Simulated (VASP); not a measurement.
A run of VASP 6.6.1:

POSCAR

```
CaHg
1.0
    3.6512077697      0.0000000000      0.0000000000
    0.0000000000      3.6512077697      0.0000000000
    0.0000000000      0.0000000000      3.6512077697
Ca Hg
1 1
Direct
    0.0000000000      0.0000000000      0.0000000000
    0.5000000000      0.5000000000      0.5000000000
```

Contents of INCAR.step1:

```
PREC = Accurate ; ENCUT = 520
EDIFF = 1E-6 ; ISMEAR = -1
SIGMA = 0.15 ; LREAL = False
LASPH = True ; NELM = 100
ALGO = Normal ; ISIF = 2
LWAVE = False ; LCHARG = True
NBANDS = 18
```

KPOINTS.step1

```
Automatic mesh
0
Gamma
  7 7 7
```

File INCAR.step2:

```
PREC = Accurate ; ENCUT = 520
EDIFF = 1E-6 ; ISMEAR = -5
SIGMA = 0.15 ; LREAL = False
LASPH = True ; NELM = 100
ALGO = Normal ; ISIF = 2
LWAVE = False ; LCHARG = False
LORBIT = 11 ; NBANDS = 18
NEDOS = 1001 ; ICHARG = 11
```

KPOINTS.step2

```
Automatic mesh
0
Gamma
  11 11 11
```

Potentials or basis: VASP PAW LDA potentials, release 64 (Ca_sv, Hg).

The run is started by

```sh
$ cat potpaw_LDA.64/Ca_sv/POTCAR potpaw_LDA.64/Hg/POTCAR > POTCAR
$ cp INCAR.step1 INCAR
$ cp KPOINTS.step1 KPOINTS
$ mpirun -np 1 vasp_std > vasp.out
$ cp INCAR.step2 INCAR
$ cp KPOINTS.step2 KPOINTS
$ mpirun -np 1 vasp_std > vasp.out
```

Hardware: 1 thread of Intel(R) Xeon(R) 6975P-C (Granite Rapids) (shared host).

How long does it take, and how much memory?

Wall time 14 s on 1 thread of Intel(R) Xeon(R) 6975P-C (Granite Rapids), with other jobs on the host, peak memory 0.17 GiB. Counts: k points 56.
